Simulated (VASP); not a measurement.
# PbS (I4/mmm) in VASP: a series of runs, part 2 of 2

VASP 6.6.1. The steps go on from the part before.

**3. Single point, PBEsol (strain +0.050 along x and y, +0.000 along z)**

Input file INCAR:

```
SYSTEM = PbS
PREC = Accurate
ENCUT = 520
EDIFF = 1E-6
ISMEAR = 0
SIGMA = 0.03
LREAL = .False.
LASPH = .True.
NELM = 60
ALGO = Normal
ISIF = 2
LWAVE = .False.
LCHARG = .False.
GGA = PS
NBANDS = 17
```

Input file KPOINTS:

```
regular mesh
0
Gamma
  10 10 10
  0 0 0
```

Input file POSCAR:

```
PbS
1.0
    0.0000000000      3.1132500000      2.9650000000
    3.1132500000      0.0000000000      2.9650000000
    3.1132500000      3.1132500000      0.0000000000
Pb S
1 1
Direct
    0.0000000000      0.0000000000      0.0000000000
    0.5000000000      0.5000000000      0.5000000000
```

Potentials or basis: VASP PAW PBE potentials, release 64 (Pb_d, S).

Run with:

```sh
$ cat potpaw_PBE.64/Pb_d/POTCAR potpaw_PBE.64/S/POTCAR > POTCAR
$ mpirun -np 1 vasp_std > vasp.out
```

OUTCAR:

```text
SYSTEM = PbS
   PREC = Accurate
   ENCUT = 520
   EDIFF = 1E-6
   ISMEAR = 0
   LREAL = .False.
   LASPH = .True.
   NELM = 60
   ISIF = 2
   GGA = PS

 ion  position               nearest neighbor table
   1  0.000  0.000  0.000-   2 2.96   2 2.96   2 3.11   2 3.11   2 3.11   2 3.11
   2  0.500  0.500  0.500-   1 2.96   1 2.96   1 3.11   1 3.11   1 3.11   1 3.11

  LATTYP: Found a body centered tetragonal cell.
 ALAT       =     4.4028003731
 C/A-ratio  =     1.3468700594

  Lattice vectors:

 A1 = (   0.0000000000,  -3.1132500000,  -2.9650000000)
 A2 = (   0.0000000000,   3.1132500000,  -2.9650000000)
 A3 = (   3.1132500000,   0.0000000000,   2.9650000000)

Analysis of symmetry for initial positions (statically):
=====================================================================
 Subroutine PRICEL returns:
 Original cell was already a primitive cell.

 Routine SETGRP: Setting up the symmetry group for a
 body centered tetragonal supercell.

 Subroutine GETGRP returns: Found 16 space group operations
 (whereof 16 operations were pure point group operations)
 out of a pool of 16 trial point group operations.

The static configuration has the point symmetry D_4h.

Analysis of symmetry for dynamics (positions and initial velocities):
=====================================================================
 Subroutine PRICEL returns:
 Original cell was already a primitive cell.

 Routine SETGRP: Setting up the symmetry group for a
 body centered tetragonal supercell.

 Subroutine GETGRP returns: Found 16 space group operations
 (whereof 16 operations were pure point group operations)
 out of a pool of 16 trial point group operations.

The dynamic configuration has the point symmetry D_4h.

 Subroutine INISYM returns: Found 16 space group operations
 (whereof 16 operations are pure point group operations),
 and found     1 'primitive' translations

[... 107 lines left out ...]
   EMIN   =  10.00;   EMAX   =-10.00  energy-range for DOS
   EFERMI =   0.00;   METHOD = LEGACY
   ISMEAR =     0;   SIGMA  =   0.03  broadening in eV -4-tet -1-fermi 0-gaus
   EFERMI_NEDOS =   21; number of points for ismear=-14 and -15
   IALGO  =     38    algorithm
   IMIX   =      4    mixing-type and parameters
     AMIX     =   0.40;   BMIX     =  1.00
     AMIX_MAG =   1.60;   BMIX_MAG =  1.00
  volume/ion in A,a.u.               =      28.74       193.93
  Fermi-wavevector in a.u.,A,eV,Ry     =   1.151482  2.175986 18.040121  1.325911
  Thomas-Fermi vector in A             =   2.288140
   LORBIT       =      0    0 simple, 1 ext, 2 COOP (PROOUT), +10 PAW based schemes
   GGA     = PS    functional components
   LHFCALC =     F    Hartree Fock is set to
   AEXX    =    0.0000 exact exchange contribution
   IVDW    =     0    specifies the selected vdW correction
   LEPSILON=     F    determine dielectric tensor
   LRPA    =     F    only Hartree local field effects (RPA)
 non-spin polarized calculation
 Gauss-broadening in eV      SIGMA  =   0.03
  energy-cutoff  :      520.00
  volume of cell :       57.48
 maximum number of plane-waves:      1575
   NGX = 15   NGY = 15   NGZ = 17

 number of electron      19.9999998 magnetization

 Free energy of the ion-electron system (eV)
  ---------------------------------------------------
  ext. energy  EPLUGINS =         0.00000000
  ---------------------------------------------------
  free energy    TOTEN  =        -9.32573704 eV

  energy without entropy =       -9.32573704  energy(sigma->0) =       -9.32573704

 E-fermi :   4.5999     XC(G=0):  -9.4383

 val. band max:        4.4421441628   @ k =   0.5000  -0.0000   0.0000
 cond. band min:       4.9531268683   @ k =   0.5000  -0.0000   0.0000
 fundamental gap:      0.5109827056
 Fermi energy:         4.5998566044

 k-point     1 :       0.0000    0.0000    0.0000
  band No.  band energies     occupation
      1     -12.1462      2.00000
      2     -12.1368      2.00000
      3     -12.1278      2.00000
      4     -12.1278      2.00000
      5     -12.1046      2.00000
      6      -8.3107      2.00000
[... 457 lines left out ...]
      4     -12.0925      2.00000
      5     -12.0905      2.00000
      6      -7.1904      2.00000
[... 9 lines left out ...]
     16      14.9998      0.00000
     17      16.1132      0.00000

 [... further k-points ...]
[... 5 lines left out ...]
  --------------------------------------------------------------------------------------
  -------------------------------------------------------------------------------------
  Total       -2.2768530     -2.2768530     -0.8263729      0.0000000      0.0000000      0.0000000
  in kB      -63.4691795    -63.4691795    -23.0358342      0.0000000      0.0000000      0.0000000
  external PRESSURE =     -49.9913977 kB  Pullay stress =       0.0000000 kB

 VOLUME and BASIS-vectors are now :
 -----------------------------------------------------------------------------
  energy-cutoff  :      520.00
  volume of cell :       57.48
      direct lattice vectors                 reciprocal lattice vectors
     0.000000000  3.113250000  2.965000000    -0.160603871  0.160603871  0.168634064
     3.113250000  0.000000000  2.965000000     0.160603871 -0.160603871  0.168634064
     3.113250000  3.113250000  0.000000000     0.160603871  0.160603871 -0.168634064

 POSITION                                       TOTAL-FORCE (eV/Angst)
 -----------------------------------------------------------------------------------
      0.00000      0.00000      0.00000         0.000000     -0.000000      0.000000
      3.11325      3.11325      2.96500        -0.000000      0.000000      0.000000
 -----------------------------------------------------------------------------------
    total drift:                                0.000000     -0.000000     -0.000000

  FREE ENERGIE OF THE ION-ELECTRON SYSTEM (eV)
  ---------------------------------------------------
  free  energy   TOTEN  =        -9.3257370445 eV

  energy  without entropy=       -9.3257370445  energy(sigma->0) =       -9.32573704
```

It took 73 s on 1 thread of AMD EPYC 7R13 (Zen 3), shared host; peak memory 0.22 GiB.

Results:

- Free energy: -9.3257 eV
- Pressure: -5.0 GPa
- Band gap on the k mesh: 0.51 eV

Levels at points of the mesh, in eV from the valence-band top:
| k point | band 8 | band 9 | band 10 | band 11 | band 12 | band 13 |
| --- | --- | --- | --- | --- | --- | --- |
| (0.00, 0.00, 0.00) | -1.95 | -1.55 | -1.55 | 4.59 | 4.59 | 5.63 |
| (0.50, 0.00, 0.00) | -1.39 | -1.33 | 0.00 | 0.51 | 1.98 | 2.27 |
| (0.50, 0.50, 0.00) | -4.49 | -2.88 | -2.88 | 4.04 | 5.15 | 5.15 |
| (0.50, 0.00, 0.50) | -4.40 | -3.04 | -2.56 | 4.23 | 4.93 | 5.07 |

Caveat: the cell differs from its parent crystal (strain +0.050 along x and y, +0.000 along z); the cell stands under tension; the PAW data sets were made with another functional, which shifts forces and pressure a little; spin-orbit coupling is left out, which moves the levels of the heavy elements. A k mesh can miss the band edges.
